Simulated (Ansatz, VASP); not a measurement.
**ZrB: VASP beside Ansatz**

INCAR

```
SYSTEM = ZrB
ALGO     = Normal         ! electronic algorithm
EDIFF    = 1E-6           ! SCF threshold, eV
ENCUT    = 500            ! plane-wave cutoff, eV
GGA      = PE             ! functional
GGA_COMPAT= .FALSE.      
ISIF     = 2              ! what is computed and relaxed
ISMEAR   = 0              ! smearing method
IVDW     = 12             ! dispersion correction
LASPH    = .TRUE.         ! aspherical terms in the spheres
LCHARG   = .FALSE.        ! write CHGCAR
LREAL    = .FALSE.        ! projectors in reciprocal space
LWAVE    = .FALSE.        ! write WAVECAR
NBANDS   = 14             ! bands
NELM     = 120            ! most SCF steps
PREC     = Accurate       ! precision mode
SIGMA    = 0.05           ! smearing width, eV
```

File KPOINTS:

```
k-points
0
G
  8 8 8
  0 0 0
```

The input POSCAR:

```
ZrB
1.0
    0.0000000000      2.4142505228      2.4142505228
    2.4142505228      0.0000000000      2.4142505228
    2.4142505228      2.4142505228      0.0000000000
Zr B
1 1
Direct
    0.5000000000      0.5000000000      0.5000000000
    0.0000000000      0.0000000000      0.0000000000
```

Input for Ansatz:

```yaml
crystal:
  lattice:
    - [0.0, 2.4142505228, 2.4142505228]
    - [2.4142505228, 0.0, 2.4142505228]
    - [2.4142505228, 2.4142505228, 0.0]
  atoms:
    - { symbol: Zr, position: [0.5, 0.5, 0.5] }
    - { symbol: B, position: [0.0, 0.0, 0.0] }
basis:
  ecutwfc: 420
  ecutrho_ratio: 4
kpoints:
  mp_grid: { grid: [8, 8, 8] }
hamiltonian:
  xc: pbe
  dispersion: d3bj
scf:
  occupations: { method: gaussian, width: 0.05 }
output:
  forces: true
  stress: true
  eigenvalues: true
```

Alike in both runs: task single point; functional PBE; dispersion D3(BJ); k mesh 8 × 8 × 8; occupations gaussian, width 0.05 eV; no spin polarisation.

|  | VASP | Ansatz |
| --- | --- | --- |
| version | VASP 6.6.1 | Ansatz 0.2.0 |
| potentials or method | VASP PAW PBE potentials, release 64 (Zr_sv, B), cutoff 500 eV | scalar-relativistic, plane waves, PAW |
| valence electrons in the cell | 15 | 15 |

Ansatz gave:

* gap on the k mesh at the Fermi level (eV): none
* pressure (GPa): 3.5

Problem. Which values does VASP return?

Solution. gap on the k mesh at the Fermi level (eV): none; pressure (GPa): 3.7.

A gap of «none» marks a metal or a gap that the smearing closes.
